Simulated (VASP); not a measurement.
Here is a VASP 6.6.1 calculation.

The input INCAR:

```
SYSTEM = Ag
PREC = Accurate ; ENCUT = 500
EDIFF = 1E-6 ; ISMEAR = -1
SIGMA = 0.05 ; LREAL = .False.
LASPH = .True. ; NELM = 120
ALGO = Normal ; ISIF = 2
LWAVE = .False. ; LCHARG = .False.
GGA = PS ; NBANDS = 12
GGA_COMPAT = .False.
```

Contents of KPOINTS:

```
regular mesh
0
Gamma
  10 10 10
  0 0 0
```

POSCAR

```
Ag
1.0
    0.0000000000      2.0286950226      2.0286950226
    2.0286950226      0.0000000000      2.0286950226
    2.0286950226      2.0286950226      0.0000000000
Ag
1
Direct
    0.0000000000      0.0000000000      0.0000000000
```

Potentials or basis: VASP PAW PBE potentials, release 64 (Ag).

Launch:

```sh
$ cat potpaw_PBE.64/Ag/POTCAR > POTCAR
$ mpirun -np 1 vasp_std > vasp.out
```

(1) Predict the pressure.

Results:

(1) -0.2 GPa.

Caveat: the PAW data sets were made with another functional, which shifts forces and pressure a little.
